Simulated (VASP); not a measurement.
# BN (BN (F-43m)) (F-43m) in VASP: single point with PBE

Aim: the single point of BN (BN (F-43m)) with PBE.

Program: VASP 6.6.1. These are calculated values, not measurements. Logs are shortened: lines on timing, memory, paths and dates and some standing lists are left out, and cuts for length are marked.

## Step 1: The cell of the first run

It takes space group F-43m (No. 216, cubic). Conventional cell: a = 3.624 Å, b = 3.624 Å, c = 3.624 Å, α = 90.00°, β = 90.00°, γ = 90.00°. Within 2.1 Å of B (site symmetry -43m) lie 4 N at 1.57 Å. Within 2.1 Å of N (site symmetry -43m) lie 4 B at 1.57 Å.

## Step 2: Single point, PBE

INCAR reads:

```
ALGO = Normal
EDIFF = 1E-6
ENCUT = 600
GGA = PE
GGA_COMPAT = F
ISIF = 2
ISMEAR = -1
LASPH = T
LCHARG = T
LELF = T
LREAL = F
LVHAR = T
LWAVE = F
NBANDS = 26
NELM = 120
PREC = Accurate
SIGMA = 0.01
```

KPOINTS reads:

```
k-points
0
Gamma
  3 3 3
```

POSCAR reads:

```
BN
1.0
    3.6241103833      0.0000000000      0.0000000000
    0.0000000000      0.0000000000     -3.6241103833
    0.0000000000      3.6241103833      0.0000000000
B N
4 4
Direct
    0.0000000000      0.0000000000      0.0000000000
    0.0000000000      0.5000000000      0.5000000000
    0.5000000000      0.0000000000      0.5000000000
    0.5000000000      0.5000000000      0.0000000000
    0.2500000000      0.2500000000      0.7500000000
    0.2500000000      0.7500000000      0.2500000000
    0.7500000000      0.2500000000      0.2500000000
    0.7500000000      0.7500000000      0.7500000000
```

Potentials or basis: VASP PAW PBE potentials, release 64 (B, N).

Run with:

```sh
$ cat potpaw_PBE.64/B/POTCAR potpaw_PBE.64/N/POTCAR > POTCAR
$ mpirun -np 1 vasp_std > vasp.out
```

OUTCAR:

```text
EDIFF = 1E-6
   ENCUT = 600
   GGA = PE
   ISIF = 2
   ISMEAR = -1
   LASPH = T
   LREAL = F
   NELM = 120
   PREC = Accurate

 ion  position               nearest neighbor table
   1  0.000  0.000  0.000-   5 1.57   6 1.57   7 1.57   8 1.57
   2  0.000  0.500  0.500-   5 1.57   6 1.57   7 1.57   8 1.57
   3  0.500  0.000  0.500-   5 1.57   6 1.57   7 1.57   8 1.57
   4  0.500  0.500  0.000-   5 1.57   6 1.57   7 1.57   8 1.57
   5  0.250  0.250  0.750-   1 1.57   2 1.57   3 1.57   4 1.57
   6  0.250  0.750  0.250-   1 1.57   2 1.57   3 1.57   4 1.57
   7  0.750  0.250  0.250-   1 1.57   2 1.57   3 1.57   4 1.57
   8  0.750  0.750  0.750-   1 1.57   2 1.57   3 1.57   4 1.57

  LATTYP: Found a simple cubic cell.
 ALAT       =     3.6241103833

  Lattice vectors:

 A1 = (   3.6241103833,   0.0000000000,   0.0000000000)
 A2 = (   0.0000000000,   0.0000000000,  -3.6241103833)
 A3 = (   0.0000000000,   3.6241103833,   0.0000000000)

Analysis of symmetry for initial positions (statically):
=====================================================================
 Subroutine PRICEL returns following result:

  LATTYP: Found a face centered cubic cell.
 ALAT       =     3.6241103833

  Lattice vectors:

 A1 = (   1.8120551917,   0.0000000000,   1.8120551917)
 A2 = (   1.8120551917,   1.8120551917,   0.0000000000)
 A3 = (   0.0000000000,   1.8120551917,   1.8120551917)

   4 primitive cells build up your supercell.

 Routine SETGRP: Setting up the symmetry group for a
 simple cubic supercell.

 Subroutine GETGRP returns: Found 24 space group operations
 (whereof 24 operations were pure point group operations)
 out of a pool of 48 trial point group operations.

The static configuration has the point symmetry T_d .

Analysis of symmetry for dynamics (positions and initial velocities):
=====================================================================
 Subroutine PRICEL returns following result:

  LATTYP: Found a face centered cubic cell.
 ALAT       =     3.6241103833

  Lattice vectors:

 A1 = (   1.8120551917,   0.0000000000,   1.8120551917)
 A2 = (   1.8120551917,   1.8120551917,   0.0000000000)
 A3 = (   0.0000000000,   1.8120551917,   1.8120551917)

   4 primitive cells build up your supercell.

 Routine SETGRP: Setting up the symmetry group for a
 simple cubic supercell.

 Subroutine GETGRP returns: Found 24 space group operations
 (whereof 24 operations were pure point group operations)
 out of a pool of 48 trial point group operations.

The dynamic configuration has the point symmetry T_d .

 Subroutine INISYM returns: Found 24 space group operations
 (whereof 24 operations are pure point group operations),
 and found     4 'primitive' translations

----------------------------------------------------------------------------------------

                                     Primitive cell

  volume of cell :      11.8999

  direct lattice vectors                    reciprocal lattice vectors
     1.812055192  0.000000000  1.812055192     0.275929785 -0.275929785  0.275929785
     1.812055192  1.812055192  0.000000000     0.275929785  0.275929785 -0.275929785
     0.000000000  1.812055192  1.812055192    -0.275929785  0.275929785  0.275929785

  length of vectors
     2.562633028  2.562633028  2.562633028     0.477924407  0.477924407  0.477924407

  position of ions in fractional coordinates (direct lattice)
     0.000000000  0.000000000  0.000000000
     0.250000000  0.250000000  0.250000000

  ion indices of the primitive-cell ions
   primitive index   ion index
                 1           1
                 2           5

----------------------------------------------------------------------------------------

 KPOINTS: k-points

Automatic generation of k-mesh.
 Grid dimensions read from file:
 generate k-points for:    3    3    3

 Generating k-lattice:

  Cartesian coordinates                     Fractional coordinates (reciprocal lattice)
     0.091976595  0.000000000  0.000000000     0.333333333  0.000000000  0.000000000
     0.000000000  0.000000000 -0.091976595     0.000000000  0.333333333  0.000000000
     0.000000000  0.091976595  0.000000000     0.000000000  0.000000000  0.333333333

  Length of vectors
     0.091976595  0.091976595  0.091976595

  Shift w.r.t. Gamma in fractional coordinates (k-lattice)
     0.000000000  0.000000000  0.000000000

 Subroutine IBZKPT returns following result:
 ===========================================

 Found      4 irreducible k-points:

 Following reciprocal coordinates:
            Coordinates               Weight
  0.000000  0.000000  0.000000      1.000000
  0.333333  0.000000  0.000000      6.000000
  0.333333  0.333333  0.000000     12.000000
  0.333333  0.333333  0.333333      8.000000
   k-points           NKPTS =      4   k-points in BZ     NKDIM =      4   number of bands    NBANDS=     26
   number of dos      NEDOS =    301   number of ions     NIONS =      8
   total plane-waves  NPLWV =  27000
   dimension x,y,z NGX =    30 NGY =   30 NGZ =   30
   dimension x,y,z NGXF=    60 NGYF=   60 NGZF=   60
   ions per type =               4   4
   NGX,Y,Z   is equivalent  to a cutoff of  13.76, 13.76, 13.76 a.u.
   NGXF,Y,Z  is equivalent  to a cutoff of  27.52, 27.52, 27.52 a.u.
 SYSTEM =  unknown system
   PREC   = accura    normal or accurate (medium, high low for compatibility)
   ISTART =      0    job   : 0-new  1-cont  2-samecut
   ICHARG =      2    charge: 1-file 2-atom 10-const
   ISPIN  =      1    spin polarized calculation?
   LNONCOLLINEAR =      F non collinear calculations
   LSORBIT =      F    spin-orbit coupling
   LASPH  =      T    aspherical Exc in radial PAW
   ENCUT  =  600.0 eV  44.10 Ry    6.64 a.u.   7.24  7.24  7.24*2*pi/ulx,y,z
   NELM   =    120;   NELMIN=  2; NELMDL= -5     # of ELM steps
   EDIFF  = 0.1E-05   stopping-criterion for ELM
   LREAL  =      F    real-space projection
   EDIFFG = 0.1E-04   stopping-criterion for IOM
   NSW    =      0    number of steps for IOM
   IBRION =     -1    ionic relax: 0-MD 1-quasi-New 2-CG
   NFREE  =      0    steps in history (QN), initial steepest desc. (CG)
   ISIF   =      2    stress and relaxation
   ISYM   =      2    0-nonsym 1-usesym 2-fastsym
   POTIM  = 0.5000    time-step for ionic-motion
   TEBEG  =    0.0;   TEEND  =   0.0 temperature during run
   PSTRESS=    0.0 pullay stress
   NELECT =      32.0000    total number of electrons
   NUPDOWN=      -1.0000    fix difference up-down
   EMIN   =  10.00;   EMAX   =-10.00  energy-range for DOS
   EFERMI =   0.00;   METHOD = LEGACY
   ISMEAR =    -1;   SIGMA  =   0.01  broadening in eV -4-tet -1-fermi 0-gaus
   EFERMI_NEDOS =   21; number of points for ismear=-14 and -15
   IALGO  =     38    algorithm
   IMIX   =      4    mixing-type and parameters
     AMIX     =   0.40;   BMIX     =  1.00
     AMIX_MAG =   1.60;   BMIX_MAG =  1.00
  volume/ion in A,a.u.               =       5.95        40.15
  Fermi-wavevector in a.u.,A,eV,Ry     =   1.434135  2.710122 27.983695  2.056744
  Thomas-Fermi vector in A             =   2.553577
   LORBIT       =      0    0 simple, 1 ext, 2 COOP (PROOUT), +10 PAW based schemes
   GGA     = PE    functional components
   LHFCALC =     F    Hartree Fock is set to
   AEXX    =    0.0000 exact exchange contribution
   IVDW    =     0    specifies the selected vdW correction
   LEPSILON=     F    determine dielectric tensor
   LRPA    =     F    only Hartree local field effects (RPA)
 non-spin polarized calculation
  energy-cutoff  :      600.00
  volume of cell :       47.60
 maximum number of plane-waves:      1602
 NGX is ok and might be reduce to    30
   NGX = 15   NGY = 15   NGZ = 15

 number of electron      31.9999989 magnetization

 Free energy of the ion-electron system (eV)
  ---------------------------------------------------
  ext. energy  EPLUGINS =         0.00000000
  ---------------------------------------------------
  free energy    TOTEN  =       -69.79827888 eV

  energy without entropy =      -69.79827888  energy(sigma->0) =      -69.79827888

 E-fermi :   7.5814     XC(G=0): -12.7840

 val. band max:        7.3136048109   @ k =   0.0000   0.0000   0.0000
 cond. band min:      11.7623812428   @ k =   0.0000   0.0000   0.0000
 fundamental gap:      4.4487764319
 Fermi energy:         7.5813658363

 k-point     1 :       0.0000    0.0000    0.0000
  band No.  band energies     occupation
      1     -12.8331      2.00000
      2      -7.2951      2.00000
      3      -7.2951      2.00000
      4      -7.2951      2.00000
      5      -1.5547      2.00000
      6      -1.5547      2.00000
      7      -1.5547      2.00000
      8       2.4455      2.00000
      9       2.4455      2.00000
     10       2.4455      2.00000
     11       2.4455      2.00000
     12       2.4455      2.00000
     13       2.4455      2.00000
     14       7.3136      2.00000
     15       7.3136      2.00000
     16       7.3136      2.00000
     17      11.7624      0.00000
     18      11.7624      0.00000
     19      11.7624      0.00000
     20      16.0942      0.00000
     21      16.0942      0.00000
     22      16.0942      0.00000
     23      16.4994      0.00000
     24      16.4994      0.00000
     25      16.4994      0.00000
     26      17.5402      0.00000

 k-point     2 :       0.3333    0.0000    0.0000
  band No.  band energies     occupation
      1     -11.9474      2.00000
      2      -9.5022      2.00000
      3      -7.0713      2.00000
      4      -7.0713      2.00000
      5      -0.8340      2.00000
      6      -0.8340      2.00000
      7       1.1637      2.00000
      8       1.1637      2.00000
      9       1.2108      2.00000
     10       1.2108      2.00000
     11       1.2754      2.00000
     12       3.3117      2.00000
     13       3.3117      2.00000
     14       5.2478      2.00000
     15       5.5780      2.00000
     16       5.5780      2.00000
     17      12.9918      0.00000
     18      15.0312      0.00000
     19      15.0554      0.00000
     20      15.0554      0.00000
     21      17.5663      0.00000
     22      18.5621      0.00000
     23      18.5621      0.00000
     24      19.1146      0.00000
     25      19.2681      0.00000
     26      19.2681      0.00000

 k-point     3 :       0.3333    0.3333    0.0000
  band No.  band energies     occupation
      1     -11.0987      2.00000
      2      -8.8430      2.00000
      3      -8.8430      2.00000
      4      -7.5313      2.00000
      5      -1.0373      2.00000
      6      -0.0925      2.00000
      7      -0.0925      2.00000
      8      -0.0134      2.00000
      9       1.9106      2.00000
     10       1.9106      2.00000
     11       2.3339      2.00000
     12       3.7990      2.00000
     13       3.7990      2.00000
     14       3.8510      2.00000
     15       4.0130      2.00000
     16       6.4644      2.00000
     17      15.1284      0.00000
     18      16.0511      0.00000
     19      16.0511      0.00000
     20      17.5735      0.00000
     21      17.7714      0.00000
     22      18.1463      0.00000
     23      19.1590      0.00000
     24      19.1590      0.00000
     25      20.3572      0.00000
     26      20.4085      0.00000

 k-point     4 :       0.3333    0.3333    0.3333
  band No.  band energies     occupation
      1     -10.3181      2.00000
      2      -8.4731      2.00000
      3      -8.4731      2.00000
      4      -8.4731      2.00000
      5      -2.3560      2.00000
      6      -2.3560      2.00000
      7      -2.3560      2.00000
      8      -0.5110      2.00000
      9       3.6140      2.00000
     10       3.6140      2.00000
     11       3.6140      2.00000
     12       4.4527      2.00000
     13       4.4527      2.00000
     14       4.4527      2.00000
     15       5.7638      2.00000
     16       5.7638      2.00000
     17      16.1352      0.00000
     18      16.1352      0.00000
     19      16.1352      0.00000
     20      17.1310      0.00000
     21      17.9172      0.00000
     22      17.9172      0.00000
     23      19.5715      0.00000
     24      19.5715      0.00000
     25      19.5770      0.00000
     26      19.8901      0.00000

------------------------ aborting loop because EDIFF is reached ----------------------------------------

  FORCE on cell =-STRESS in cart. coord.  units (eV):
  Direction    XX          YY          ZZ          XY          YZ          ZX
  --------------------------------------------------------------------------------------
  -------------------------------------------------------------------------------------
  Total        0.0616588      0.0616588      0.0616588     -0.0000000     -0.0000000      0.0000000
  in kB        2.0753975      2.0753975      2.0753975     -0.0000000     -0.0000000      0.0000000
  external PRESSURE =       2.0753975 kB  Pullay stress =       0.0000000 kB

 VOLUME and BASIS-vectors are now :
 -----------------------------------------------------------------------------
  energy-cutoff  :      600.00
  volume of cell :       47.60
      direct lattice vectors                 reciprocal lattice vectors
     3.624110383  0.000000000  0.000000000     0.275929785  0.000000000  0.000000000
     0.000000000  0.000000000 -3.624110383     0.000000000  0.000000000 -0.275929785
     0.000000000  3.624110383  0.000000000     0.000000000  0.275929785  0.000000000

 POSITION                                       TOTAL-FORCE (eV/Angst)
 -----------------------------------------------------------------------------------
      0.00000      0.00000      0.00000         0.000000      0.000000     -0.000000
      0.00000      1.81206     -1.81206         0.000000      0.000000     -0.000000
      1.81206      1.81206      0.00000         0.000000      0.000000     -0.000000
      1.81206      0.00000     -1.81206         0.000000      0.000000     -0.000000
      0.90603      2.71808     -0.90603        -0.000000     -0.000000      0.000000
      0.90603      0.90603     -2.71808         0.000000     -0.000000      0.000000
      2.71808      0.90603     -0.90603        -0.000000     -0.000000     -0.000000
      2.71808      2.71808     -2.71808        -0.000000     -0.000000      0.000000
 -----------------------------------------------------------------------------------
    total drift:                                0.000000     -0.000000     -0.000000

  FREE ENERGIE OF THE ION-ELECTRON SYSTEM (eV)
  ---------------------------------------------------
  free  energy   TOTEN  =       -69.7982788810 eV

  energy  without entropy=      -69.7982788810  energy(sigma->0) =      -69.79827888
```

It took 7.4 s on 1 thread of Intel Xeon Platinum 8488C (Sapphire Rapids), shared host; peak memory 0.15 GiB.

Results:

- Free energy: -69.7983 eV
- Pressure: 0.2 GPa
- Band gap on the k mesh: 4.45 eV

Levels at points of the mesh, in eV from the valence-band top:
| k point | band 13 | band 14 | band 15 | band 16 | band 17 | band 18 | band 19 | band 20 |
| --- | --- | --- | --- | --- | --- | --- | --- | --- |
| (0.00, 0.00, 0.00) | -4.87 | 0.00 | 0.00 | 0.00 | 4.45 | 4.45 | 4.45 | 8.78 |

Caveat: the k points lie up to 0.58 Å⁻¹ apart.
